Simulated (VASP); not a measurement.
Wanted: the native input for a VASP 6.6.1 run.

- Task: single point
- Functional: r2SCAN
- Potentials or basis: VASP PAW PBE potentials, release 64 (Zn, O)
- Cutoff: 520 eV
- k mesh: 8 × 8 × 4
- Occupations: gaussian, width 0.01 eV
- Spin: no spin polarisation
- Dipole correction: no
- Further INCAR settings: ALGO = Normal; EDIFF = 1e-06; NBANDS = 26

The system is ZnO.

```
Zn O
1.0
     3.17380    0.00000    0.00000
    -1.58690    2.74859    0.00000
     0.00000    0.00000    5.10684
Zn O
2 2
Cartesian
  0.0000 1.8324 2.5512
  1.5869 0.9162 -0.0022
  1.5869 0.9162 1.9377
  0.0000 1.8324 4.4912
```

These files were run (other wordings do the same):

POSCAR

```
ZnO
1.0
    3.1737979182      0.0000000000      0.0000000000
   -1.5868989591      2.7485896237      0.0000000000
    0.0000000000      0.0000000000      5.1068386187
Zn O
2 2
Direct
    0.3333333333      0.6666666667      0.4995713717
    0.6666666667      0.3333333333     -0.0004286283
    0.6666666667      0.3333333333      0.3794386283
    0.3333333333      0.6666666667      0.8794386283
```

INCAR.step1

```
SYSTEM = ZnO
ALGO = Normal
EDIFF = 1E-4
ENCUT = 520
GGA = PE
ISMEAR = 0
LASPH = .TRUE.
LCHARG = .FALSE.
LREAL = .FALSE.
LWAVE = .TRUE.
NBANDS = 26
NELM = 80
PREC = Accurate
SIGMA = 0.01
```

INCAR.step2

```
SYSTEM = ZnO
ALGO = Normal
EDIFF = 1E-6
ENCUT = 520
ISIF = 2
ISMEAR = 0
ISTART = 1
LASPH = .TRUE.
LCHARG = .FALSE.
LMIXTAU = .TRUE.
LREAL = .FALSE.
LWAVE = .FALSE.
METAGGA = R2SCAN
NBANDS = 26
NELM = 80
PREC = Accurate
SIGMA = 0.01
```

KPOINTS

```
k-points
0
G
  8 8 4
  0 0 0
```

Potentials or basis: VASP PAW PBE potentials, release 64 (Zn, O).

The run is started by

```sh
$ cat potpaw_PBE.64/Zn/POTCAR potpaw_PBE.64/O/POTCAR > POTCAR
$ cp INCAR.step1 INCAR
$ mpirun -np 1 vasp_std > vasp.out
$ cp INCAR.step2 INCAR
$ mpirun -np 1 vasp_std > vasp.out
```

It gave:

* Pressure: 11.4 GPa
* Band gap on the k mesh: 1.33 eV

Caveat: the cell stands under pressure; the PAW data sets were made with another functional, which shifts forces and pressure a little.

Run time: 57 s on 1 thread of Intel(R) Xeon(R) 6975P-C (Granite Rapids), with other jobs on the host, peak memory 0.17 GiB.
